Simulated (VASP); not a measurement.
Wanted: the native input for a VASP 6.6.1 run.

```
Task                   : electric field gradients
Functional             : PBEsol
Potentials or basis    : VASP PAW PBE potentials, release 64 (Ge_d)
Cutoff                 : 520 eV
k mesh                 : 11 × 11 × 11
Occupations            : fermi-dirac, width 0.05 eV
Spin                   : no spin polarisation
Dipole correction      : no
Further INCAR settings : ALGO = Normal; EDIFF = 1e-08; NBANDS = 21
```

The structure of Ge lies in POSCAR:

```
Ge
1.0
    0.0000000000      2.7905386918      2.7905386918
    2.7905386918      0.0000000000      2.7905386918
    2.7905386918      2.7905386918      0.0000000000
Ge
2
Direct
    0.5000000000      0.5000000000      0.5000000000
    0.7500000000      0.7500000000      0.7500000000
```

One way to write it, as run:

INCAR

```
ALGO = Normal ; EDIFF = 1E-8
ENCUT = 520 ; GGA = PS
ISIF = 2 ; ISMEAR = -1
LASPH = T ; LCHARG = F
LEFG = T ; LREAL = F
LWAVE = F ; NBANDS = 21
NELM = 60 ; PREC = Accurate
SIGMA = 0.05
```

KPOINTS

```
k-points
0
Gamma
  11 11 11
```

Potentials or basis: VASP PAW PBE potentials, release 64 (Ge_d).

The run is started by

```bash
$ cat potpaw_PBE.64/Ge_d/POTCAR > POTCAR
$ mpirun -np 1 vasp_std > vasp.out
```

Results of the run:

The pressure is 3.7 GPa. The band gap on the k mesh is 0.27 eV (least direct gap 0.37 eV) and the largest electric field gradient by atom is zero within the noise of the run.

Caveat: the cell stands under pressure; the PAW data sets were made with another functional, which shifts forces and pressure a little; an odd mesh through Γ misses points on the zone boundary, where band edges can lie.

It took 68 s on 1 thread of Intel Xeon 8259CL, on a shared host, peak memory 0.19 GiB.
